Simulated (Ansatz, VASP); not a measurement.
SrCl2 in VASP and in Ansatz

Contents of INCAR:

```
PREC = Accurate ; ENCUT = 520
EDIFF = 1E-6 ; ISMEAR = 0
SIGMA = 0.05 ; LREAL = F
LASPH = T ; NELM = 100
ALGO = Normal ; ISIF = 2
LWAVE = F ; LCHARG = F
GGA = PE ; NBANDS = 19
```

File KPOINTS:

```
regular mesh
0
Gamma
  6 6 6
```

POSCAR

```
SrCl2
1.0
    0.0000000000      3.5379010188      3.5379010188
    3.5379010188      0.0000000000      3.5379010188
    3.5379010188      3.5379010188      0.0000000000
Sr Cl
1 2
Direct
    0.0000000000      0.0000000000      0.0000000000
    0.2500000000      0.2500000000      0.2500000000
    0.7500000000      0.7500000000      0.7500000000
```

Input for Ansatz:

```yaml
crystal:
  lattice:
    - [0.0, 3.5379010188, 3.5379010188]
    - [3.5379010188, 0.0, 3.5379010188]
    - [3.5379010188, 3.5379010188, 0.0]
  atoms:
    - { symbol: Sr, position: [0.0, 0.0, 0.0] }
    - { symbol: Cl, position: [0.25, 0.25, 0.25] }
    - { symbol: Cl, position: [0.75, 0.75, 0.75] }
basis:
  ecutwfc: 420
kpoints:
  mp_grid: { grid: [6, 6, 6] }
hamiltonian:
  xc: pbe
scf:
  occupations: { method: gaussian, width: 0.05 }
output:
  forces: true
  stress: true
  eigenvalues: true
```

Alike in both runs: task single point; functional PBE; k mesh 6 × 6 × 6; occupations gaussian, width 0.05 eV; no spin polarisation.

|  | VASP | Ansatz |
| --- | --- | --- |
| version | VASP 6.6.1 | Ansatz 0.2.0 |
| potentials or method | VASP PAW PBE potentials, release 64 (Sr_sv, Cl), cutoff 520 eV | scalar-relativistic, plane waves, PAW |
| valence electrons in the cell | 24 | 24 |

Ansatz gave:

```
gap on the k mesh at the Fermi level (eV) : 5.18
least direct gap on the mesh (eV)         : 5.50
pressure (GPa)                            : -0.5
```

Problem. Which values does VASP return?

Solution. gap on the k mesh at the Fermi level (eV): 5.18; least direct gap on the mesh (eV): 5.50; pressure (GPa): -0.4.
